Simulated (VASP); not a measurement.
Here is a VASP 6.6.1 calculation.

Contents of INCAR:

```
SYSTEM = H4C
ALGO = Normal
EDIFF = 1E-6
ENCUT = 520
GGA = PE
ISIF = 2
ISMEAR = -1
LASPH = .True.
LCHARG = .False.
LREAL = Auto
LWAVE = .False.
NBANDS = 58
NELM = 60
PREC = Accurate
SIGMA = 0.05
```

KPOINTS

```
k-points
0
Gamma
  1 1 1
  0 0 0
```

File POSCAR:

```
H4C
1.0
    8.6854290000      0.0000000000      0.0000000000
    0.0000000000      8.6854290000      0.0000000000
    0.0000000000      0.0000000000      8.6854290000
C H
8 32
Direct
    0.1548533149      0.7088657088      0.6896573399
    0.1217843358      0.1905064469      0.0962458089
    0.4714862460      0.4954872472      0.5386280285
    0.6255507071      0.4355633164      0.0751112366
    0.8990404331      0.3501352979      0.4758202887
    0.7260336348      0.7545550987      0.7517107733
    0.0259149130      0.7147993370      0.1522845921
    0.5358627217      0.9077810625      0.1785830470
    0.1919075230      0.5953838842      0.7310198446
    0.0914816223      0.7688825836      0.7805460825
    0.0799208757      0.6941569776      0.5892626973
    0.2563960798      0.7764798515      0.6568239677
    0.0466824320      0.2898705406      0.0773468351
    0.1937444110      0.1720030614     -0.0055826387
    0.0515589862      0.0879974362      0.1173332929
    0.1956496852      0.2121395897      0.1961079378
    0.4028556902      0.3901334291      0.5255121314
    0.5890129434      0.4743442350      0.4989411325
    0.4741144785      0.5301489625      0.6598468879
    0.4185024676      0.5867567295      0.4698167981
    0.6384549812      0.3474468946      0.1642646211
    0.5738187912      0.3840471059     -0.0275765579
    0.7386617418      0.4826655142      0.0458132070
    0.5510502993      0.5277858053      0.1173549521
    1.0086767574      0.3210718174      0.4194486324
    0.8801373633      0.2731528445      0.5734829717
    0.8047631449      0.3360294863      0.3920800171
    0.9025941342      0.4696406273      0.5172337456
    0.8062754470      0.8347098742      0.8082206886
    0.7127941697      0.7873470015      0.6311369383
    0.6143860385      0.7599483868      0.8102643005
    0.7723324936      0.6371775720      0.7591046336
    0.0798303308      0.7995579350      0.2284647030
   -0.0237151721      0.6219613953      0.2215939202
    0.1122116532      0.6675255492      0.0732909176
   -0.0653420011      0.7707115622      0.0858282782
    0.5472430323      1.0190759731      0.2365198635
    0.4205568873      0.8614381313      0.1992121503
    0.6221301433      0.8276022941      0.2234235725
    0.5534522631      0.9232823336      0.0547481606
```

Potentials or basis: VASP PAW PBE potentials, release 64 (C, H).

Launch:

```sh
$ cat potpaw_PBE.64/C/POTCAR potpaw_PBE.64/H/POTCAR > POTCAR
$ mpirun -np 1 vasp_gam > vasp.out
```

Task: Predict the band gap on the k mesh.

Result: 7.31 eV.

Task: Predict the largest force.

Result: 0.306 eV/Å.

Task: Estimate the pressure.

Result: 0.0 GPa.

Forces on the atoms (eV/Å):
```
C    0.072  0.009 -0.016
C    0.016 -0.015  0.008
C   -0.084 -0.112 -0.004
C    0.011 -0.048 -0.045
C    0.030  0.044 -0.237
C    0.153  0.063  0.257
C    0.014 -0.005  0.016
C    0.007  0.024 -0.005
H   -0.030  0.060 -0.005
H    0.005  0.003  0.016
H    0.012  0.008 -0.010
H   -0.053 -0.030  0.015
H   -0.030  0.041 -0.012
H    0.021 -0.010 -0.034
H   -0.015 -0.020  0.002
H    0.028  0.004  0.024
H    0.036  0.017  0.045
H    0.033  0.003 -0.040
H   -0.028 -0.022 -0.024
H    0.022  0.065 -0.019
H   -0.009 -0.034  0.019
H   -0.015 -0.041 -0.045
H    0.038  0.028 -0.004
H   -0.034  0.067  0.043
H   -0.108  0.046  0.084
H   -0.018 -0.086  0.084
H    0.150  0.044  0.145
H   -0.009 -0.088 -0.070
H   -0.087 -0.086 -0.067
H   -0.036  0.025 -0.138
H    0.003 -0.025 -0.034
H   -0.047  0.074 -0.004
H    0.030  0.012  0.020
H   -0.006 -0.034  0.012
H    0.000 -0.004  0.023
H   -0.048  0.017 -0.031
H    0.005  0.040  0.037
H   -0.061 -0.020  0.005
H    0.034 -0.019  0.025
H   -0.002  0.004 -0.037
```

Caveat: the k points lie up to 0.72 Å⁻¹ apart.
